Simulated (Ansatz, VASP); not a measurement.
**TaSi5B2: VASP beside Ansatz**

```
Ta Si B
1.0
     0.00000    3.96871    3.96871
     3.96871    0.00000    3.96871
     3.96871    3.96871    0.00000
Ta Si B
1 5 2
Cartesian
  0.0000 0.0000 0.0000
  6.8175 6.8175 6.8175
  5.0887 5.0887 6.8175
  5.0887 6.8175 5.0887
  6.8175 5.0887 5.0887
  1.9844 1.9844 1.9844
  5.9531 5.9531 5.9531
  3.9687 3.9687 3.9687
```

Alike in both runs: task relaxation of cell and atoms; functional PBE; k mesh 4 × 4 × 4; occupations gaussian, width 0.2 eV; no spin polarisation.

|  | VASP | Ansatz |
| --- | --- | --- |
| version | VASP 6.6.1 | Ansatz 0.2.0 |
| potentials or method | VASP PAW PBE potentials, release 64 (Ta_pv, Si, B), cutoff 500 eV | scalar-relativistic, plane waves, PAW |
| valence electrons in the cell | 37 | 39 |

Ansatz gave:

| Quantity | Value |
| --- | --- |
| gap on the k mesh at the Fermi level, each at its own relaxed structure (eV) | none |
| relaxed volume (Å³/atom) | 28.95 |
| relaxed cell length with the largest relative difference (Å) | 6.893 |

**Question.** What did VASP give for the same quantities?

**Answer.** gap on the k mesh at the Fermi level, each at its own relaxed structure (eV): none; relaxed volume (Å³/atom): 28.99; relaxed cell length with the largest relative difference (Å): 6.896.

A gap of «none» marks a metal or a gap that the smearing closes. VASP's potentials hold 37 valence electrons a cell and Ansatz's 39, so a difference there can come from the potentials and not from the codes.

Neither program's run includes spin-orbit coupling. Noted on VASP's run: the volume moved by over 15 % at a fixed basis, so the end points are rough.
